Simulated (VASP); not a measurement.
# Au in VASP: single point with PBE

Aim: the single point of Au with PBE.

All numbers are computed with VASP 6.6.1; they aren't measurements. Logs are shortened: lines on timing, memory, paths and dates and some standing lists are left out, and cuts for length are marked.

## 1. The cell of the first run

The typed cell holds 1 atom: a = 3.035 Å, b = 3.035 Å, c = 3.036 Å, α = 120.01°, β = 120.01°, γ = 60.02°.

## 2. Single point, PBE (19.77 Å³/atom)

INCAR

```
ALGO = Fast
EDIFF = 1E-7
ENCUT = 520
GGA = PE
ISIF = 2
ISMEAR = 0
LASPH = T
LCHARG = F
LREAL = F
LWAVE = F
NBANDS = 12
NELM = 60
PREC = Accurate
SIGMA = 0.1
```

KPOINTS

```
k-points
0
Gamma
  22 22 22
```

POSCAR

```
Au
1.0
    2.6270722320     -1.5180079222      0.0719639179
    2.6270722320      1.5180079222      0.0719639179
   -1.8205531121      0.0000000000      2.4294616147
Au
1
Direct
    0.0000000000      0.0000000000      0.0000000000
```

Potentials or basis: VASP PAW PBE potentials, release 64 (Au).

Run with:

```
> cat potpaw_PBE.64/Au/POTCAR > POTCAR
> mpirun -np 1 vasp_std > vasp.out
```

OUTCAR:

```text
EDIFF = 1E-7
   ENCUT = 520
   GGA = PE
   ISIF = 2
   ISMEAR = 0
   LASPH = T
   LREAL = F
   NELM = 60
   PREC = Accurate

 ion  position               nearest neighbor table
   1  0.000  0.000  0.000-

  LATTYP: Found a base centered monoclinic cell.
 ALAT       =     5.2561154164
 B/A-ratio  =     0.5776159015
 C/A-ratio  =     0.5775941298
 COS(beta)  =    -0.5775367590

  Lattice vectors:

 A1 = (   2.6270722320,  -1.5180079222,   0.0719639179)
 A2 = (   2.6270722320,   1.5180079222,   0.0719639179)
 A3 = (  -1.8205531121,   0.0000000000,   2.4294616147)

Analysis of symmetry for initial positions (statically):
=====================================================================
 Subroutine PRICEL returns:
 Original cell was already a primitive cell.

 Routine SETGRP: Setting up the symmetry group for a
 base centered monoclinic supercell.

 Subroutine GETGRP returns: Found  4 space group operations
 (whereof  4 operations were pure point group operations)
 out of a pool of  4 trial point group operations.

The static configuration has the point symmetry C_2h.

Analysis of symmetry for dynamics (positions and initial velocities):
=====================================================================
 Subroutine PRICEL returns:
 Original cell was already a primitive cell.

 Routine SETGRP: Setting up the symmetry group for a
 base centered monoclinic supercell.

 Subroutine GETGRP returns: Found  4 space group operations
 (whereof  4 operations were pure point group operations)
 out of a pool of  4 trial point group operations.

The dynamic configuration has the point symmetry C_2h.

 Subroutine INISYM returns: Found  4 space group operations
 (whereof  4 operations are pure point group operations),
 and found     1 'primitive' translations

----------------------------------------------------------------------------------------

                                     Primitive cell

  volume of cell :      19.7747

  direct lattice vectors                    reciprocal lattice vectors
     2.627072232 -1.518007922  0.071963918     0.186497613 -0.329379045  0.139754754
     2.627072232  1.518007922  0.071963918     0.186497613  0.329379045  0.139754754
    -1.820553112  0.000000000  2.429461615    -0.011048620  0.000000000  0.403334383

  length of vectors
     3.034968759  3.034968759  3.035901410     0.403488917  0.403488917  0.403485683

  position of ions in fractional coordinates (direct lattice)
     0.000000000  0.000000000  0.000000000

  ion indices of the primitive-cell ions
   primitive index   ion index
                 1           1

----------------------------------------------------------------------------------------

 KPOINTS: k-points

Automatic generation of k-mesh.
 Grid dimensions read from file:
 generate k-points for:   22   22   22

 Generating k-lattice:

  Cartesian coordinates                     Fractional coordinates (reciprocal lattice)
     0.008477164 -0.014971775  0.006352489     0.045454545  0.000000000  0.000000000
     0.008477164  0.014971775  0.006352489     0.000000000  0.045454545  0.000000000
    -0.000502210  0.000000000  0.018333381     0.000000000  0.000000000  0.045454545

  Length of vectors
     0.018340405  0.018340405  0.018340258

  Shift w.r.t. Gamma in fractional coordinates (k-lattice)
     0.000000000  0.000000000  0.000000000

 Subroutine IBZKPT returns following result:
 ===========================================

 Found   2796 irreducible k-points:

 Following reciprocal coordinates:
            Coordinates               Weight
  0.000000  0.000000  0.000000      1.000000
  0.045455  0.000000  0.000000      4.000000
  0.090909  0.000000  0.000000      4.000000
  0.136364  0.000000  0.000000      4.000000
  0.181818  0.000000  0.000000      4.000000
  0.227273  0.000000 -0.000000      4.000000
[... 16 lines left out ...]
  0.500000  0.045455  0.000000      4.000000
 -0.454545  0.045455  0.000000      4.000000
 [... further k-points ...]
   k-points           NKPTS =   2796   k-points in BZ     NKDIM =   2796   number of bands    NBANDS=     12
   number of dos      NEDOS =    301   number of ions     NIONS =      1
   total plane-waves  NPLWV =  13824
   dimension x,y,z NGX =    24 NGY =   24 NGZ =   24
   dimension x,y,z NGXF=    48 NGYF=   48 NGZF=   48
   ions per type =               1
   NGX,Y,Z   is equivalent  to a cutoff of  13.15, 13.15, 13.14 a.u.
   NGXF,Y,Z  is equivalent  to a cutoff of  26.29, 26.29, 26.28 a.u.
 SYSTEM =  unknown system
   PREC   = accura    normal or accurate (medium, high low for compatibility)
   ISTART =      0    job   : 0-new  1-cont  2-samecut
   ICHARG =      2    charge: 1-file 2-atom 10-const
   ISPIN  =      1    spin polarized calculation?
   LNONCOLLINEAR =      F non collinear calculations
   LSORBIT =      F    spin-orbit coupling
   LASPH  =      T    aspherical Exc in radial PAW
   ENCUT  =  520.0 eV  38.22 Ry    6.18 a.u.   5.64  5.64  5.64*2*pi/ulx,y,z
   NELM   =     60;   NELMIN=  2; NELMDL= -5     # of ELM steps
   EDIFF  = 0.1E-06   stopping-criterion for ELM
   LREAL  =      F    real-space projection
   EDIFFG = 0.1E-05   stopping-criterion for IOM
   NSW    =      0    number of steps for IOM
   IBRION =     -1    ionic relax: 0-MD 1-quasi-New 2-CG
   NFREE  =      0    steps in history (QN), initial steepest desc. (CG)
   ISIF   =      2    stress and relaxation
   ISYM   =      2    0-nonsym 1-usesym 2-fastsym
   POTIM  = 0.5000    time-step for ionic-motion
   TEBEG  =    0.0;   TEEND  =   0.0 temperature during run
   PSTRESS=    0.0 pullay stress
   NELECT =      11.0000    total number of electrons
   NUPDOWN=      -1.0000    fix difference up-down
   EMIN   =  10.00;   EMAX   =-10.00  energy-range for DOS
   EFERMI =   0.00;   METHOD = LEGACY
   ISMEAR =     0;   SIGMA  =   0.10  broadening in eV -4-tet -1-fermi 0-gaus
   EFERMI_NEDOS =   21; number of points for ismear=-14 and -15
   IALGO  =     68    algorithm
   IMIX   =      4    mixing-type and parameters
     AMIX     =   0.40;   BMIX     =  1.00
     AMIX_MAG =   1.60;   BMIX_MAG =  1.00
  volume/ion in A,a.u.               =      19.77       133.45
  Fermi-wavevector in a.u.,A,eV,Ry     =   1.346384  2.544296 24.663942  1.812749
  Thomas-Fermi vector in A             =   2.474220
   LORBIT       =      0    0 simple, 1 ext, 2 COOP (PROOUT), +10 PAW based schemes
   GGA     = PE    functional components
   LHFCALC =     F    Hartree Fock is set to
   AEXX    =    0.0000 exact exchange contribution
   IVDW    =     0    specifies the selected vdW correction
   LEPSILON=     F    determine dielectric tensor
   LRPA    =     F    only Hartree local field effects (RPA)
 non-spin polarized calculation
 RMM-DIIS sequential band-by-band and
 Gauss-broadening in eV      SIGMA  =   0.10
  energy-cutoff  :      520.00
  volume of cell :       19.77
 maximum number of plane-waves:       547
   NGX = 11   NGY = 11   NGZ = 11

 number of electron      11.0000001 magnetization

 Free energy of the ion-electron system (eV)
  ---------------------------------------------------
  ext. energy  EPLUGINS =         0.00000000
  ---------------------------------------------------
  free energy    TOTEN  =        -3.15829729 eV

  energy without entropy =       -3.15708393  energy(sigma->0) =       -3.15769061

 E-fermi :   7.1639     XC(G=0): -11.8413

 val. band max:        7.1628608715   @ k =  -0.1364   0.5000   0.3636
 cond. band min:       7.1642857980   @ k =   0.3636   0.2273   0.1364
 fundamental gap:      0.0014249265
 Fermi energy:         7.1638549058

 k-point     1 :       0.0000    0.0000    0.0000
  band No.  band energies     occupation
      1      -1.1983      2.00000
      2       3.2149      2.00000
      3       3.2152      2.00000
      4       3.2193      2.00000
      5       4.3753      2.00000
      6       4.3798      2.00000
      7      21.8080      0.00000
      8      24.9441      0.00000
      9      24.9451      0.00000
     10      24.9512      0.00000
     11      29.4173      0.00000
     12      32.6437      0.00000

 k-point     2 :       0.0455    0.0000    0.0000
  band No.  band energies     occupation
      1      -1.1349      2.00000
      2       3.1988      2.00000
      3       3.2352      2.00000
      4       3.2380      2.00000
      5       4.3670      2.00000
      6       4.3714      2.00000
      7      21.8651      0.00000
      8      24.4375      0.00000
      9      24.9992      0.00000
     10      25.0030      0.00000
     11      29.7781      0.00000
     12      31.8093      0.00000

 k-point     3 :       0.0909    0.0000    0.0000
  band No.  band energies     occupation
      1      -0.9478      2.00000
      2       3.1521      2.00000
      3       3.2901      2.00000
      4       3.2928      2.00000
      5       4.3476      2.00000
      6       4.3518      2.00000
      7      21.9688      0.00000
      8      23.3303      0.00000
      9      25.1497      0.00000
     10      25.1534      0.00000
     11      29.6413      0.00000
     12      31.4756      0.00000
[... 286 lines left out ...]
 k-point    23 :       0.5000    0.0455    0.0000
  band No.  band energies     occupation
      1       1.1620      2.00000
      2       3.1716      2.00000
      3       3.2280      2.00000
      4       5.0823      2.00000
      5       5.3040      2.00000
      6       7.0664      1.83180
      7       9.6222      0.00000
      8      21.2632      0.00000
      9      22.8949      0.00000
     10      22.9950      0.00000
     11      30.0385      0.00000
     12      30.1115      0.00000

 k-point    24 :      -0.4545    0.0455    0.0000
  band No.  band energies     occupation
      1       1.1619      2.00000
      2       3.1801      2.00000
      3       3.2279      2.00000
      4       5.0927      2.00000
      5       5.2530      2.00000
      6       6.8700      1.99997
      7       9.8743      0.00000
      8      21.2754      0.00000
      9      22.7662      0.00000
     10      23.2144      0.00000
     11      30.0113      0.00000
     12      30.0235      0.00000

 [... further k-points ...]

------------------------ aborting loop because EDIFF is reached ----------------------------------------

  FORCE on cell =-STRESS in cart. coord.  units (eV):
  Direction    XX          YY          ZZ          XY          YZ          ZX
  --------------------------------------------------------------------------------------
  -------------------------------------------------------------------------------------
  Total       -1.2571937     -1.2584294     -1.2578857      0.0000000      0.0000000      0.0006618
  in kB     -101.8596060   -101.9597181   -101.9156700      0.0000000      0.0000000      0.0536209
  external PRESSURE =    -101.9116647 kB  Pullay stress =       0.0000000 kB

 VOLUME and BASIS-vectors are now :
 -----------------------------------------------------------------------------
  energy-cutoff  :      520.00
  volume of cell :       19.77
      direct lattice vectors                 reciprocal lattice vectors
     2.627072232 -1.518007922  0.071963918     0.186497613 -0.329379045  0.139754754
     2.627072232  1.518007922  0.071963918     0.186497613  0.329379045  0.139754754
    -1.820553112  0.000000000  2.429461615    -0.011048620  0.000000000  0.403334383

 POSITION                                       TOTAL-FORCE (eV/Angst)
 -----------------------------------------------------------------------------------
      0.00000      0.00000      0.00000        -0.000000      0.000000      0.000000
 -----------------------------------------------------------------------------------
    total drift:                                0.000000      0.000000      0.000000

  FREE ENERGIE OF THE ION-ELECTRON SYSTEM (eV)
  ---------------------------------------------------
  free  energy   TOTEN  =        -3.1582972855 eV

  energy  without entropy=       -3.1570839344  energy(sigma->0) =       -3.15769061
```

Run time: 13 min. Hardware: 1 thread of Oxide Virtual Turin-like, shared host; peak memory 0.66 GiB.

What came out:

```
Free energy            : -3.1583 eV
Pressure               : -10.2 GPa
Band gap on the k mesh : zero (an odd number of electrons rules out a gap without spin polarisation)
```

Levels at points of the mesh, in eV from the Fermi level:
| k point | band 3 | band 4 | band 5 | band 6 | band 7 | band 8 | band 9 | band 10 |
| --- | --- | --- | --- | --- | --- | --- | --- | --- |
| (0.00, 0.00, 0.00) | -3.95 | -3.94 | -2.79 | -2.78 | 14.64 | 17.78 | 17.78 | 17.79 |
| (0.50, 0.00, 0.00) | -3.97 | -1.86 | -1.86 | -0.27 | 2.37 | 14.07 | 16.00 | 16.01 |
| (0.50, 0.50, 0.00) | -1.90 | -1.62 | -1.62 | 1.45 | 4.70 | 9.59 | 9.59 | 15.68 |
| (0.00, 0.00, 0.50) | -3.97 | -1.86 | -1.86 | -0.27 | 2.37 | 14.07 | 16.00 | 16.01 |
| (0.50, 0.00, 0.50) | -1.90 | -1.62 | -1.62 | 1.45 | 4.68 | 9.60 | 9.60 | 15.69 |
| (0.50, 0.50, 0.50) | -3.97 | -1.86 | -1.86 | -0.27 | 2.37 | 14.07 | 16.00 | 16.01 |

Caveat: the cell stands under tension; spin-orbit coupling is left out, which moves the levels of the heavy elements.
